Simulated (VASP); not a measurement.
# Si7C (P1) in VASP: a series of runs

Si7C is run at these levels: HSE06, PBEsol; tasks: single point, relaxation of volume and atoms at fixed shape.

Everything below comes from runs of VASP 6.6.1. Logs are shortened: lines on timing, memory, paths and dates and some standing lists are left out, and cuts for length are marked.

### Step 1. The cell of the first run

The typed cell holds 64 atoms: a = 10.327 Å, b = 10.327 Å, c = 10.327 Å, α = 90.00°, β = 90.00°, γ = 90.00°.

### Step 2. Single point, HSE06

Input file POSCAR:

```
Si7C
1.0
   10.3268440000      0.0000000000      0.0000000000
    0.0000000000     10.3268440000      0.0000000000
    0.0000000000      0.0000000000     10.3268440000
Si C
56 8
Direct
    0.9974390000      0.9983600000      0.9989220000
    0.9708560000      0.9958450000      0.4975250000
    0.0195820000      0.5147130000      0.0192150000
    0.0152640000      0.5196710000      0.5124430000
    0.5073060000      0.9993650000      0.9985540000
    0.4947480000      0.5014160000      0.0295220000
    0.1238440000      0.1359740000      0.1337260000
    0.1192780000      0.1228160000      0.6216780000
    0.6272700000      0.1346130000      0.1354290000
    0.6135150000      0.0996330000      0.6028320000
    0.6150600000      0.6123660000      0.6069750000
    0.2693470000      0.2795080000      0.0199880000
    0.2607090000      0.2501140000      0.4997080000
    0.2313450000      0.7303290000      0.0139420000
    0.2388340000      0.7388210000      0.5129210000
    0.7553510000      0.2479700000      0.9963940000
    0.7559260000      0.2342920000      0.4833830000
    0.7273870000      0.7287520000      0.0217950000
    0.7614320000      0.7656590000      0.5091100000
    0.3869470000      0.4025720000      0.6065090000
    0.3753290000      0.8636200000      0.1241980000
    0.3857070000      0.8917040000      0.6081700000
    0.8733320000      0.3780310000      0.1355460000
    0.8779800000      0.3738500000      0.6214900000
    0.8720500000      0.8659050000      0.1340090000
    0.2547310000      0.9978030000      0.2563120000
    0.2540510000      0.0025480000      0.7526770000
    0.2537420000      0.4961870000      0.2292520000
    0.2329170000      0.5269930000      0.7240680000
    0.7622270000      0.0155730000      0.2749760000
    0.7656490000      0.9722210000      0.7240050000
    0.7262740000      0.5166770000      0.2410500000
    0.7451250000      0.4982360000      0.7511610000
    0.3925260000      0.1129150000      0.3854240000
    0.3757960000      0.1376320000      0.8822180000
    0.3870360000      0.6058600000      0.3882020000
    0.3684030000      0.6235810000      0.8769490000
    0.8709640000      0.1161400000      0.8619930000
    0.8776220000      0.6311690000      0.3677960000
    0.8770340000      0.6312360000      0.8779260000
    0.9772260000      0.2334440000      0.2796710000
    0.0047340000      0.2536530000      0.7569560000
    0.0241110000      0.7262270000      0.2289020000
    0.9958450000      0.7556090000      0.7173230000
    0.4806550000      0.2730900000      0.2428700000
    0.5004690000      0.2547510000      0.7387980000
    0.5151220000      0.7343270000      0.2472180000
    0.4973520000      0.7492830000      0.7409210000
    0.1250640000      0.3754680000      0.3732960000
    0.1364260000      0.3897470000      0.8747630000
    0.1167140000      0.8673280000      0.3734190000
    0.1209560000      0.8648270000      0.8694130000
    0.6071930000      0.3922750000      0.3839400000
    0.6185610000      0.3765610000      0.8850400000
    0.6162550000      0.8911040000      0.3915710000
    0.6339800000      0.8636430000      0.8720080000
    0.4967760000      0.9972250000      0.4932890000
    0.5040120000      0.5015660000      0.4980630000
    0.1382460000      0.6143780000      0.1273870000
    0.1163260000      0.6394720000      0.6214720000
    0.6137310000      0.6197560000      0.1301180000
    0.3749400000      0.3892660000      0.1298110000
    0.8794240000      0.8704290000      0.6138230000
    0.8708920000      0.1189330000      0.3861750000
```

Input file INCAR.step1:

```
PREC = Accurate
ENCUT = 520
EDIFF = 1E-5
ISMEAR = -1
SIGMA = 0.05
LREAL = Auto
LASPH = T
NELM = 60
ALGO = Normal
ISIF = 2
LWAVE = T
LCHARG = F
GGA = PE
NBANDS = 166
```

Input file INCAR.step2:

```
PREC = Accurate
ENCUT = 520
EDIFF = 1E-7
ISMEAR = -1
SIGMA = 0.05
LREAL = Auto
LASPH = T
NELM = 60
ALGO = Normal
ISIF = 2
LWAVE = F
LCHARG = F
GGA = PE
LHFCALC = T
HFSCREEN = 0.2079
PRECFOCK = Fast
ISTART = 1
NBANDS = 166
```

Input file KPOINTS:

```
regular mesh
0
Gamma
  1 1 1
```

Potentials or basis: VASP PAW PBE potentials, release 64 (Si, C).

Command:

```bash
$ cat potpaw_PBE.64/Si/POTCAR potpaw_PBE.64/C/POTCAR > POTCAR
$ cp INCAR.step1 INCAR
$ mpirun -np 1 vasp_gam > vasp.out
$ cp INCAR.step2 INCAR
$ mpirun -np 1 vasp_gam > vasp.out
```

OUTCAR:

```text
PREC = Accurate
   ENCUT = 520
   EDIFF = 1E-7
   ISMEAR = -1
   LREAL = Auto
   LASPH = T
   NELM = 60
   ISIF = 2
   GGA = PE
   LHFCALC = T
   HFSCREEN = 0.2079
   PRECFOCK = Fast
   ISTART = 1

 ion  position               nearest neighbor table
   1  0.997  0.998  0.999-  38 2.28  52 2.31  25 2.34   7 2.38
   2  0.971  0.996  0.498-  64 2.00  63 2.00  51 2.38   8 2.39
   3  0.020  0.515  0.019-  59 1.95  50 2.31  23 2.39  40 2.40  43 3.08  14 3.12
   4  0.015  0.520  0.512-  60 1.97  24 2.35  49 2.36  39 2.36  29 3.14
   5  0.507  0.999  0.999-  35 2.31  56 2.32   9 2.34  21 2.35
   6  0.495  0.501  0.030-  62 1.99  61 2.02  54 2.35  37 2.40
   7  0.124  0.136  0.134-  26 2.34  41 2.36   1 2.38  12 2.42
   8  0.119  0.123  0.622-  42 2.28  27 2.30  13 2.33   2 2.39
   9  0.627  0.135  0.135-  16 2.28   5 2.34  30 2.35  45 2.36
  10  0.614  0.100  0.603-  57 1.96  17 2.37  31 2.40  46 2.43  55 3.07
  11  0.615  0.612  0.607-  58 1.97  48 2.32  33 2.33  19 2.41
  12  0.269  0.280  0.020-  62 1.94  35 2.32  50 2.33   7 2.42  28 3.11
  13  0.261  0.250  0.500-  34 2.29  49 2.31  20 2.32   8 2.33
  14  0.231  0.730  0.014-  59 1.93  37 2.28  21 2.32  52 2.34  43 3.08   3 3.12
  15  0.239  0.739  0.513-  60 1.98  51 2.33  22 2.40  36 2.43  29 3.09
  16  0.755  0.248  0.996-  54 2.25   9 2.28  38 2.28  23 2.31
  17  0.756  0.234  0.483-  64 1.96  10 2.37  24 2.39  53 2.46  41 3.11  30 3.12
[... 33 lines left out ...]
  51  0.117  0.867  0.373-  43 2.29  26 2.30  15 2.33   2 2.38
  52  0.121  0.865  0.869-   1 2.31  27 2.32  44 2.33  14 2.34
  53  0.607  0.392  0.384-  58 1.95  32 2.31  45 2.31  17 2.46
  54  0.619  0.377  0.885-  16 2.25  33 2.28  46 2.31   6 2.35
  55  0.616  0.891  0.392-  57 1.96  30 2.32  19 2.32  47 2.44  10 3.07
  56  0.634  0.864  0.872-  48 2.28  18 2.29   5 2.32  31 2.33
  57  0.497  0.997  0.493-  55 1.96  34 1.96  10 1.96  22 1.98
  58  0.504  0.502  0.498-  20 1.94  53 1.95  11 1.97  36 1.98
  59  0.138  0.614  0.127-  14 1.93   3 1.95  43 1.96  28 2.00
  60  0.116  0.639  0.621-   4 1.97  15 1.98  29 1.98  44 1.99
  61  0.614  0.620  0.130-  32 1.95  18 1.97  47 1.97   6 2.02
  62  0.375  0.389  0.130-  12 1.94  28 1.96   6 1.99  45 2.00
  63  0.879  0.870  0.614-  31 1.94  19 1.96  44 2.00   2 2.00
  64  0.871  0.119  0.386-  30 1.93  41 1.95  17 1.96   2 2.00

  LATTYP: Found a simple cubic cell.
 ALAT       =    10.3268440000

  Lattice vectors:

 A1 = (  10.3268440000,   0.0000000000,   0.0000000000)
 A2 = (   0.0000000000,  10.3268440000,   0.0000000000)
 A3 = (   0.0000000000,   0.0000000000,  10.3268440000)

Analysis of symmetry for initial positions (statically):
=====================================================================
 Subroutine PRICEL returns:
 Original cell was already a primitive cell.

 Routine SETGRP: Setting up the symmetry group for a
 simple cubic supercell.

 Subroutine GETGRP returns: Found  1 space group operations
 (whereof  1 operations were pure point group operations)
 out of a pool of 48 trial point group operations.

The static configuration has the point symmetry C_1 .

Analysis of symmetry for dynamics (positions and initial velocities):
=====================================================================
 Subroutine PRICEL returns:
 Original cell was already a primitive cell.

 Routine SETGRP: Setting up the symmetry group for a
 simple cubic supercell.

 Subroutine GETGRP returns: Found  1 space group operations
 (whereof  1 operations were pure point group operations)
 out of a pool of 48 trial point group operations.

The dynamic configuration has the point symmetry C_1 .

 Subroutine INISYM returns: Found  1 space group operations
 (whereof  1 operations are pure point group operations),
 and found     1 'primitive' translations

----------------------------------------------------------------------------------------

[... 159 lines left out ...]

  Length of vectors
     0.096835006  0.096835006  0.096835006

  Shift w.r.t. Gamma in fractional coordinates (k-lattice)
     0.000000000  0.000000000  0.000000000

 Subroutine IBZKPT returns following result:
 ===========================================

 Found      1 irreducible k-points:

 Following reciprocal coordinates:
            Coordinates               Weight
  0.000000  0.000000  0.000000      1.000000
   k-points           NKPTS =      1   k-points in BZ     NKDIM =      1   number of bands    NBANDS=    166
   number of dos      NEDOS =    301   number of ions     NIONS =     64
   total plane-waves  NPLWV = 512000
   dimension x,y,z NGX =    80 NGY =   80 NGZ =   80
   dimension x,y,z NGXF=   160 NGYF=  160 NGZF=  160
   ions per type =              56   8
   NGX,Y,Z   is equivalent  to a cutoff of  12.88, 12.88, 12.88 a.u.
   NGXF,Y,Z  is equivalent  to a cutoff of  25.76, 25.76, 25.76 a.u.
 SYSTEM =  unknown system
   PREC   = accura    normal or accurate (medium, high low for compatibility)
   ISTART =      1    job   : 0-new  1-cont  2-samecut
   ICHARG =      0    charge: 1-file 2-atom 10-const
   ISPIN  =      1    spin polarized calculation?
   LNONCOLLINEAR =      F non collinear calculations
   LSORBIT =      F    spin-orbit coupling
   LASPH  =      T    aspherical Exc in radial PAW
   ENCUT  =  520.0 eV  38.22 Ry    6.18 a.u.  19.20 19.20 19.20*2*pi/ulx,y,z
   NELM   =     60;   NELMIN=  2; NELMDL=  0     # of ELM steps
   EDIFF  = 0.1E-06   stopping-criterion for ELM
   LREAL  =      T    real-space projection
   EDIFFG = 0.1E-05   stopping-criterion for IOM
   NSW    =      0    number of steps for IOM
   IBRION =     -1    ionic relax: 0-MD 1-quasi-New 2-CG
   NFREE  =      0    steps in history (QN), initial steepest desc. (CG)
   ISIF   =      2    stress and relaxation
   ISYM   =      3    0-nonsym 1-usesym 2-fastsym
   POTIM  = 0.5000    time-step for ionic-motion
   TEBEG  =    0.0;   TEEND  =   0.0 temperature during run
   PSTRESS=    0.0 pullay stress
   NELECT =     256.0000    total number of electrons
   NUPDOWN=      -1.0000    fix difference up-down
   EMIN   =  10.00;   EMAX   =-10.00  energy-range for DOS
   EFERMI =   0.00;   METHOD = LEGACY
   ISMEAR =    -1;   SIGMA  =   0.05  broadening in eV -4-tet -1-fermi 0-gaus
   EFERMI_NEDOS =   21; number of points for ismear=-14 and -15
   IALGO  =     38    algorithm
   IMIX   =      1    mixing-type and parameters
     AMIX     =   0.40;   BMIX     =  1.00
     AMIX_MAG =   1.60;   BMIX_MAG =  1.00
  volume/ion in A,a.u.               =      17.21       116.12
  Fermi-wavevector in a.u.,A,eV,Ry     =   1.006593  1.902185 13.785822  1.013229
  Thomas-Fermi vector in A             =   2.139345
   LORBIT       =      0    0 simple, 1 ext, 2 COOP (PROOUT), +10 PAW based schemes
   GGA     = PE    functional components
   LHFCALC =     T    Hartree Fock is set to
   PRECFOCK=fast      Normal, Fast or Accurate (Low or Medium for compatibility)
   ENCUT4O =  -1.0   cutoff for four orbital integrals eV
   NKREDX  =     1    reduce k-point grid by
   NKREDY  =     1    reduce k-point grid by
   NKREDZ  =     1    reduce k-point grid by
   AEXX    =    0.2500 exact exchange contribution
   HFSCREEN=    0.2079 screening length (either q_TF or 0.3 A-1)
   HFSCREENC=   0.2079 screening length for correlation (either q_TF or 0.3 A-1)
   ENCUTFOCK=  -1.0 apply spherical cutoff to Coloumb kernel
   IVDW    =     0    specifies the selected vdW correction
   LEPSILON=     F    determine dielectric tensor
   LRPA    =     F    only Hartree local field effects (RPA)
 non-spin polarized calculation
  energy-cutoff  :      520.00
  volume of cell :     1101.29
 maximum number of plane-waves:     14712
 NGX is ok and might be reduce to    80
  NGX = 40; NGY = 40; NGZ = 40

 number of electron     256.0000002 magnetization

 Free energy of the ion-electron system (eV)
  ---------------------------------------------------
  ext. energy  EPLUGINS =         0.00000000
  ---------------------------------------------------
  free energy    TOTEN  =      -422.19666156 eV

  energy without entropy =     -422.19637812  energy(sigma->0) =     -422.19651984

 E-fermi :   6.8328     XC(G=0):  -8.1834

 val. band max:        6.3746211771   @ k =   0.0000   0.0000   0.0000
 cond. band min:       7.2819250014   @ k =   0.0000   0.0000   0.0000
 fundamental gap:      0.9073038243
 Fermi energy:         6.8328343912

 k-point     1 :       0.0000    0.0000    0.0000
  band No.  band energies     occupation
      1      -9.0175      2.00000
      2      -8.6809      2.00000
      3      -8.3254      2.00000
      4      -8.2861      2.00000
      5      -8.1264      2.00000
      6      -8.0220      2.00000
[... 132 lines left out ...]
    139       8.3010      0.00000
    140       8.4264      0.00000
 [bands above 140 left out]

------------------------ aborting loop because EDIFF is reached ----------------------------------------

  FORCE on cell =-STRESS in cart. coord.  units (eV):
  Direction    XX          YY          ZZ          XY          YZ          ZX
  --------------------------------------------------------------------------------------
  -------------------------------------------------------------------------------------
  Total       -0.5025624     -0.9250493      1.1680607      0.8632173      1.3582509     -0.0647187
  in kB       -0.7311352     -1.3457755      1.6993121      1.2558214      1.9760036     -0.0941537
  external PRESSURE =      -0.1258662 kB  Pullay stress =       0.0000000 kB

 VOLUME and BASIS-vectors are now :
 -----------------------------------------------------------------------------
  energy-cutoff  :      520.00
  volume of cell :     1101.29
      direct lattice vectors                 reciprocal lattice vectors
    10.326844000  0.000000000  0.000000000     0.096835006  0.000000000  0.000000000
     0.000000000 10.326844000  0.000000000     0.000000000  0.096835006  0.000000000
     0.000000000  0.000000000 10.326844000     0.000000000  0.000000000  0.096835006

 POSITION                                       TOTAL-FORCE (eV/Angst)
 -----------------------------------------------------------------------------------
     10.30040     10.30991     10.31571         0.001993     -0.060394     -0.042116
     10.02588     10.28394      5.13786         0.047870     -0.030243     -0.019615
      0.20222      5.31536      0.19843         0.071586     -0.008345     -0.048639
      0.15763      5.36656      5.29192        -0.052748     -0.030956     -0.095055
      5.23887     10.32029     10.31191        -0.009555     -0.027683     -0.014851
      5.10919      5.17804      0.30487         0.039101     -0.061421     -0.048076
[... 56 lines left out ...]
      9.08167      8.98878      6.33885        -0.121108      0.063228      0.002529
      8.99357      1.22820      3.98797        -0.074482      0.023393     -0.083811
 -----------------------------------------------------------------------------------
    total drift:                               -0.000347     -0.005228     -0.013304

  FREE ENERGIE OF THE ION-ELECTRON SYSTEM (eV)
  ---------------------------------------------------
  free  energy   TOTEN  =      -422.1966615608 eV

  energy  without entropy=     -422.1963781222  energy(sigma->0) =     -422.19651984
```

It took 26 min on 1 thread of Intel Xeon Platinum 8488C (Sapphire Rapids), shared host; peak memory 1.2 GiB.

Results:

```yaml
Free_energy: -422.1967 eV
Pressure: 0.0 GPa
Largest_force: 0.201 eV/Å
Band_gap_on_the_k_mesh: 0.91 eV
```

Forces in eV/Å, atoms in the order of the input:
```
Si   0.002 -0.060 -0.042
Si   0.048 -0.030 -0.020
Si   0.072 -0.008 -0.049
Si  -0.053 -0.031 -0.095
Si  -0.010 -0.028 -0.015
Si   0.039 -0.061 -0.048
Si   0.015 -0.088  0.052
Si   0.000  0.000  0.087
Si   0.050  0.009 -0.041
Si   0.052  0.022 -0.009
Si  -0.018 -0.025  0.134
Si  -0.022  0.032  0.015
Si  -0.008  0.045 -0.109
Si   0.141  0.033 -0.002
Si  -0.062  0.062 -0.044
Si  -0.098  0.043 -0.018
Si  -0.016 -0.048  0.016
Si   0.008 -0.003  0.014
Si   0.081  0.058 -0.047
Si   0.055 -0.052 -0.014
Si  -0.060 -0.010  0.034
Si  -0.023 -0.015  0.069
Si  -0.046  0.063 -0.042
Si   0.030  0.047  0.085
Si   0.035  0.063 -0.006
Si   0.014 -0.056  0.066
Si  -0.011 -0.018  0.019
Si   0.000  0.002  0.010
Si  -0.002 -0.017  0.059
Si  -0.012  0.038  0.074
Si   0.010 -0.032  0.021
Si  -0.033 -0.005 -0.010
Si  -0.053 -0.049 -0.034
Si  -0.179 -0.087 -0.024
Si   0.028 -0.062 -0.045
Si   0.047  0.014 -0.075
Si  -0.088  0.077 -0.021
Si   0.052  0.029  0.037
Si   0.039 -0.015  0.029
Si  -0.063 -0.089  0.046
Si   0.016 -0.009  0.007
Si  -0.008 -0.011 -0.082
Si  -0.029  0.037  0.104
Si   0.022  0.047  0.025
Si   0.060  0.052 -0.031
Si  -0.021  0.023  0.043
Si  -0.070  0.077  0.040
Si   0.089  0.016  0.083
Si   0.040 -0.015  0.070
Si  -0.079 -0.012  0.024
Si   0.135 -0.082 -0.082
Si   0.029  0.056  0.021
Si  -0.011  0.057 -0.043
Si   0.147 -0.010 -0.040
Si   0.030  0.014 -0.029
Si  -0.065 -0.017 -0.031
C    0.115 -0.001 -0.009
C   -0.062 -0.016 -0.041
C   -0.126  0.047 -0.086
C    0.069 -0.107 -0.024
C    0.047  0.014  0.094
C   -0.093  0.004  0.011
C   -0.121  0.063  0.003
C   -0.074  0.023 -0.084
```

Levels at points of the mesh, in eV from the valence-band top:
| k point | band 124 | band 125 | band 126 | band 127 | band 128 | band 129 | band 130 | band 131 | band 132 | band 133 |
| --- | --- | --- | --- | --- | --- | --- | --- | --- | --- | --- |
| (0.00, 0.00, 0.00) | -0.84 | -0.74 | -0.11 | -0.08 | 0.00 | 0.91 | 1.05 | 1.10 | 1.21 | 1.24 |

Caveat: the k points lie up to 0.61 Å⁻¹ apart; the PAW data sets were made with another functional, which shifts forces and pressure a little.

(Continued in part 2 of 2.)
